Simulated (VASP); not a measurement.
# InSe2 (P4/nmm) in VASP: a series of runs

InSe2 is run at these levels: PBE; tasks: single point, relaxation of cell and atoms.

Program: VASP 6.6.1. These are calculated values, not measurements. Logs are shortened: lines on timing, memory, paths and dates and some standing lists are left out, and cuts for length are marked.

## 1. The cell of the first run

Symmetry: P4/nmm, No. 129, tetragonal system. Conventional cell: a = 3.895 Å, b = 3.895 Å, c = 9.626 Å, α = 90.00°, β = 90.00°, γ = 90.00°. Within 3.7 Å of In (site symmetry 4mm) lie 9 Se at 2.84 to 3.43 Å. Se (site symmetry 4mm) has 5 In at 2.84 to 3.28 Å and 12 Se at 3.77 to 4.03 Å within 4.1 Å. Se (site symmetry -4m2) has 4 Se at 2.75 Å and 4 In at 3.43 Å within 3.6 Å.

## 2. Single point, PBE

Contents of INCAR:

```
PREC = Accurate
ENCUT = 520
EDIFF = 1E-7
ISMEAR = 1
SIGMA = 0.3
LREAL = False
LASPH = True
NELM = 100
ALGO = Normal
ISIF = 2
LWAVE = False
LCHARG = True
GGA = PE
LELF = True
LVHAR = True
NBANDS = 34
```

Contents of KPOINTS:

```
Automatic mesh
0
Gamma
  10 10 4
```

Contents of POSCAR:

```
InSe2
1.0
    3.8948930000      0.0000000000      0.0000000000
    0.0000000000      3.8948930000      0.0000000000
    0.0000000000      0.0000000000      9.6262310000
In Se
2 4
Direct
    0.0000000000      0.5000000000      0.7064680000
    0.5000000000      0.0000000000      0.2935320000
    0.0000000000      0.5000000000      0.3662120000
    0.5000000000      0.0000000000      0.6337880000
    0.0000000000      0.0000000000      0.0000000000
    0.5000000000      0.5000000000      0.0000000000
```

Potentials or basis: VASP PAW PBE potentials, release 64 (In_d, Se).

Launch:

```bash
> cat potpaw_PBE.64/In_d/POTCAR potpaw_PBE.64/Se/POTCAR > POTCAR
> mpirun -np 1 vasp_std > vasp.out
```

OUTCAR:

```text
PREC = Accurate
   ENCUT = 520
   EDIFF = 1E-7
   ISMEAR = 1
   LREAL = False
   LASPH = True
   NELM = 100
   ISIF = 2
   GGA = PE

 ion  position               nearest neighbor table
   1  0.000  0.500  0.706-   4 2.84   4 2.84   4 2.84   4 2.84   3 3.28
   2  0.500  0.000  0.294-   3 2.84   3 2.84   3 2.84   3 2.84   4 3.28
   3  0.000  0.500  0.366-   2 2.84   2 2.84   2 2.84   2 2.84   1 3.28
   4  0.500  0.000  0.634-   1 2.84   1 2.84   1 2.84   1 2.84   2 3.28
   5  0.000  0.000  0.000-   6 2.75   6 2.75   6 2.75   6 2.75
   6  0.500  0.500  0.000-   5 2.75   5 2.75   5 2.75   5 2.75

  LATTYP: Found a simple tetragonal cell.
 ALAT       =     3.8948930000
 C/A-ratio  =     2.4715007575

  Lattice vectors:

 A1 = (   3.8948930000,   0.0000000000,   0.0000000000)
 A2 = (   0.0000000000,   3.8948930000,   0.0000000000)
 A3 = (   0.0000000000,   0.0000000000,   9.6262310000)

Analysis of symmetry for initial positions (statically):
=====================================================================
 Subroutine PRICEL returns:
 Original cell was already a primitive cell.

 Routine SETGRP: Setting up the symmetry group for a
 simple tetragonal supercell.

 Subroutine GETGRP returns: Found 16 space group operations
 (whereof  8 operations were pure point group operations)
 out of a pool of 16 trial point group operations.

The static configuration has the point symmetry D_2d.
 The point group associated with its full space group is D_4h.

Analysis of symmetry for dynamics (positions and initial velocities):
=====================================================================
 Subroutine PRICEL returns:
 Original cell was already a primitive cell.

 Routine SETGRP: Setting up the symmetry group for a
 simple tetragonal supercell.

 Subroutine GETGRP returns: Found 16 space group operations
 (whereof  8 operations were pure point group operations)
 out of a pool of 16 trial point group operations.

The dynamic configuration has the point symmetry D_2d.
 The point group associated with its full space group is D_4h.

 Subroutine INISYM returns: Found 16 space group operations
 (whereof  8 operations are pure point group operations),
 and found     1 'primitive' translations

----------------------------------------------------------------------------------------

                                     Primitive cell

  volume of cell :     146.0318

  direct lattice vectors                    reciprocal lattice vectors
     3.894893000  0.000000000  0.000000000     0.256746463  0.000000000  0.000000000
     0.000000000  3.894893000  0.000000000     0.000000000  0.256746463  0.000000000
     0.000000000  0.000000000  9.626231000     0.000000000  0.000000000  0.103882818

  length of vectors
     3.894893000  3.894893000  9.626231000     0.256746463  0.256746463  0.103882818

  position of ions in fractional coordinates (direct lattice)
     0.000000000  0.500000000  0.706468000
     0.500000000  0.000000000  0.293532000
     0.000000000  0.500000000  0.366212000
     0.500000000  0.000000000  0.633788000
     0.000000000  0.000000000  0.000000000
     0.500000000  0.500000000  0.000000000

  ion indices of the primitive-cell ions
   primitive index   ion index
                 1           1
                 2           2
                 3           3
                 4           4
                 5           5
                 6           6

----------------------------------------------------------------------------------------

 KPOINTS: Automatic mesh

Automatic generation of k-mesh.
 Grid dimensions read from file:
 generate k-points for:   10   10    4

 Generating k-lattice:

  Cartesian coordinates                     Fractional coordinates (reciprocal lattice)
     0.025674646  0.000000000  0.000000000     0.100000000  0.000000000  0.000000000
     0.000000000  0.025674646  0.000000000     0.000000000  0.100000000  0.000000000
     0.000000000  0.000000000  0.025970704     0.000000000  0.000000000  0.250000000

  Length of vectors
     0.025674646  0.025674646  0.025970704

  Shift w.r.t. Gamma in fractional coordinates (k-lattice)
     0.000000000  0.000000000  0.000000000

 Subroutine IBZKPT returns following result:
 ===========================================

 Found     63 irreducible k-points:

 Following reciprocal coordinates:
            Coordinates               Weight
  0.000000  0.000000  0.000000      1.000000
  0.100000  0.000000  0.000000      4.000000
  0.200000  0.000000  0.000000      4.000000
  0.300000  0.000000  0.000000      4.000000
  0.400000  0.000000  0.000000      4.000000
  0.500000  0.000000  0.000000      2.000000
[... 16 lines left out ...]
  0.100000  0.000000  0.250000      8.000000
  0.200000  0.000000  0.250000      8.000000
 [... further k-points ...]
   k-points           NKPTS =     63   k-points in BZ     NKDIM =     63   number of bands    NBANDS=     34
   number of dos      NEDOS =    301   number of ions     NIONS =      6
   total plane-waves  NPLWV =  64800
   dimension x,y,z NGX =    30 NGY =   30 NGZ =   72
   dimension x,y,z NGXF=    60 NGYF=   60 NGZF=  144
   ions per type =               2   4
   NGX,Y,Z   is equivalent  to a cutoff of  12.80, 12.80, 12.43 a.u.
   NGXF,Y,Z  is equivalent  to a cutoff of  25.61, 25.61, 24.87 a.u.
 SYSTEM =  unknown system
   PREC   = accura    normal or accurate (medium, high low for compatibility)
   ISTART =      0    job   : 0-new  1-cont  2-samecut
   ICHARG =      2    charge: 1-file 2-atom 10-const
   ISPIN  =      1    spin polarized calculation?
   LNONCOLLINEAR =      F non collinear calculations
   LSORBIT =      F    spin-orbit coupling
   LASPH  =      T    aspherical Exc in radial PAW
   ENCUT  =  520.0 eV  38.22 Ry    6.18 a.u.   7.24  7.24 17.90*2*pi/ulx,y,z
   NELM   =    100;   NELMIN=  2; NELMDL= -5     # of ELM steps
   EDIFF  = 0.1E-06   stopping-criterion for ELM
   LREAL  =      F    real-space projection
   EDIFFG = 0.1E-05   stopping-criterion for IOM
   NSW    =      0    number of steps for IOM
   IBRION =     -1    ionic relax: 0-MD 1-quasi-New 2-CG
   NFREE  =      0    steps in history (QN), initial steepest desc. (CG)
   ISIF   =      2    stress and relaxation
   ISYM   =      2    0-nonsym 1-usesym 2-fastsym
   POTIM  = 0.5000    time-step for ionic-motion
   TEBEG  =    0.0;   TEEND  =   0.0 temperature during run
   PSTRESS=    0.0 pullay stress
   NELECT =      50.0000    total number of electrons
   NUPDOWN=      -1.0000    fix difference up-down
   EMIN   =  10.00;   EMAX   =-10.00  energy-range for DOS
   EFERMI =   0.00;   METHOD = LEGACY
   ISMEAR =     1;   SIGMA  =   0.30  broadening in eV -4-tet -1-fermi 0-gaus
   EFERMI_NEDOS =   21; number of points for ismear=-14 and -15
   IALGO  =     38    algorithm
   IMIX   =      4    mixing-type and parameters
     AMIX     =   0.40;   BMIX     =  1.00
     AMIX_MAG =   1.60;   BMIX_MAG =  1.00
  volume/ion in A,a.u.               =      24.34       164.25
  Fermi-wavevector in a.u.,A,eV,Ry     =   1.145291  2.164286 17.846635  1.311691
  Thomas-Fermi vector in A             =   2.281980
   LORBIT       =      0    0 simple, 1 ext, 2 COOP (PROOUT), +10 PAW based schemes
   GGA     = PE    functional components
   LHFCALC =     F    Hartree Fock is set to
   AEXX    =    0.0000 exact exchange contribution
   IVDW    =     0    specifies the selected vdW correction
   LEPSILON=     F    determine dielectric tensor
   LRPA    =     F    only Hartree local field effects (RPA)
 non-spin polarized calculation
 Methfessel and Paxton  Order N= 1 SIGMA  =   0.30
  energy-cutoff  :      520.00
  volume of cell :      146.03
 maximum number of plane-waves:      3972
 NGX is ok and might be reduce to    30
   NGX = 15   NGY = 15   NGZ = 35

 number of electron      49.9999991 magnetization

 Free energy of the ion-electron system (eV)
  ---------------------------------------------------
  ext. energy  EPLUGINS =         0.00000000
  ---------------------------------------------------
  free energy    TOTEN  =       -20.28425198 eV

  energy without entropy =      -20.27784300  energy(sigma->0) =      -20.28211565

 E-fermi :   5.0484     XC(G=0):  -9.8758

 val. band max:        5.0393923842   @ k =   0.1000   0.1000   0.2500
 cond. band min:       5.0613180252   @ k =   0.1000   0.1000   0.0000
 fundamental gap:      0.0219256410
 Fermi energy:         5.0483543786

 k-point     1 :       0.0000    0.0000    0.0000
  band No.  band energies     occupation
      1     -10.0581      2.00000
      2      -9.6254      2.00000
      3      -9.5614      2.00000
      4      -9.4286      2.00000
      5      -9.4255      2.00000
      6      -9.3966      2.00000
[... 26 lines left out ...]
     33      11.2802      0.00000
     34      11.2834      0.00000

 k-point     2 :       0.1000    0.0000    0.0000
  band No.  band energies     occupation
      1      -9.9821      2.00000
      2      -9.6124      2.00000
      3      -9.5432      2.00000
      4      -9.4230      2.00000
      5      -9.4197      2.00000
      6      -9.4008      2.00000
[... 26 lines left out ...]
     33      11.0718      0.00000
     34      11.0968      0.00000

 k-point     3 :       0.2000    0.0000    0.0000
  band No.  band energies     occupation
      1      -9.7686      2.00000
      2      -9.5798      2.00000
      3      -9.4869      2.00000
      4      -9.4175      2.00000
      5      -9.4161      2.00000
      6      -9.4013      2.00000
[... 26 lines left out ...]
     33      10.6394     -0.00000
     34      10.9226     -0.00000
[... 704 lines left out ...]
 k-point    23 :       0.1000    0.0000    0.2500
  band No.  band energies     occupation
      1      -9.9800      2.00000
      2      -9.6048      2.00000
      3      -9.5496      2.00000
      4      -9.4226      2.00000
      5      -9.4201      2.00000
      6      -9.4000      2.00000
[... 26 lines left out ...]
     33      11.1291      0.00000
     34      11.3191      0.00000

 k-point    24 :       0.2000    0.0000    0.2500
  band No.  band energies     occupation
      1      -9.7698      2.00000
      2      -9.5643      2.00000
      3      -9.4987      2.00000
      4      -9.4187      2.00000
      5      -9.4139      2.00000
      6      -9.4010      2.00000
[... 26 lines left out ...]
     33      10.6516     -0.00000
     34      11.4031      0.00000

 [... further k-points ...]

------------------------ aborting loop because EDIFF is reached ----------------------------------------

  FORCE on cell =-STRESS in cart. coord.  units (eV):
  Direction    XX          YY          ZZ          XY          YZ          ZX
  --------------------------------------------------------------------------------------
  -------------------------------------------------------------------------------------
  Total       -0.3741517     -0.3741517      0.4489126      0.0000000     -0.0000000      0.0000000
  in kB       -4.1049792     -4.1049792      4.9252137      0.0000000     -0.0000000      0.0000000
  external PRESSURE =      -1.0949149 kB  Pullay stress =       0.0000000 kB

 VOLUME and BASIS-vectors are now :
 -----------------------------------------------------------------------------
  energy-cutoff  :      520.00
  volume of cell :      146.03
      direct lattice vectors                 reciprocal lattice vectors
     3.894893000  0.000000000  0.000000000     0.256746463  0.000000000  0.000000000
     0.000000000  3.894893000  0.000000000     0.000000000  0.256746463  0.000000000
     0.000000000  0.000000000  9.626231000     0.000000000  0.000000000  0.103882818

 POSITION                                       TOTAL-FORCE (eV/Angst)
 -----------------------------------------------------------------------------------
      0.00000      1.94745      6.80062        -0.000000     -0.000000     -0.056652
      1.94745      0.00000      2.82561         0.000000      0.000000      0.056652
      0.00000      1.94745      3.52524        -0.000000      0.000000     -0.028362
      1.94745      0.00000      6.10099         0.000000      0.000000      0.028362
      0.00000      0.00000      0.00000        -0.000000     -0.000000     -0.000000
      1.94745      1.94745      0.00000        -0.000000      0.000000     -0.000000
 -----------------------------------------------------------------------------------
    total drift:                                0.000000      0.000000      0.000000

  FREE ENERGIE OF THE ION-ELECTRON SYSTEM (eV)
  ---------------------------------------------------
  free  energy   TOTEN  =       -20.2842519798 eV

  energy  without entropy=      -20.2778429980  energy(sigma->0) =      -20.28211565
```

Run time: 10 min. Hardware: 1 thread of AMD EPYC 7R13, shared host; peak memory 0.38 GiB.

Results:

```
Free energy            : -20.2843 eV
Pressure               : -0.1 GPa
Largest force          : 0.057 eV/Å
Band gap on the k mesh : zero (bands 25 and 26 overlap by 2.11 eV)
```

Forces in eV/Å, atoms in the order of the input:
```
In   0.000  0.000 -0.057
In   0.000  0.000  0.057
Se   0.000  0.000 -0.028
Se   0.000  0.000  0.028
Se   0.000  0.000  0.000
Se   0.000  0.000  0.000
```

Caveat: so wide a smearing shifts energies and pressures; spin-orbit coupling is left out, which moves the levels of the heavy elements.

[end of part 1 of 2]

The gap in the log of VASP goes by the Fermi energy; the results here count the filled bands.